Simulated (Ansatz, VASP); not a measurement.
**Two plane-wave programs on MoS**

```
CELL_PARAMETERS angstrom
3.91914 0.00000 0.00000
-1.95957 3.39408 0.00000
0.00000 0.00000 5.35794
ATOMIC_POSITIONS crystal
Mo 0.66667 0.33333 0.02697
Mo 0.33333 0.66667 0.52697
S 0.66667 0.33333 0.59823
S 0.33333 0.66667 0.09823
```

Alike in both runs: functional PBEsol; k mesh 10 × 10 × 6; occupations gaussian, width 0.05 eV; collinear spin.

Ansatz relaxed the structure, and its values are those at the end. VASP's run is a single point on that final structure, the one shown.

|  | VASP | Ansatz |
| --- | --- | --- |
| version | VASP 6.6.1 | Ansatz 0.2.0 |
| potentials or method | VASP PAW PBE potentials, release 64 (Mo_sv, S), cutoff 520 eV | scalar-relativistic, plane waves, PAW |
| valence electrons in the cell | 40 | 40 |

Ansatz gave:

```
pressure (GPa)           : 0.0
net moment per atom (μB) : 0.00
```

Task: What did VASP give for the same quantities?

Result: Pressure (GPa): 0.2; net moment per atom (μB): 0.00.

VASP's potentials were made for PBE, not for PBEsol. The functional is the same, so the differences come from potentials, cutoffs and numerics. Ansatz's warnings: seeded moment not kept.
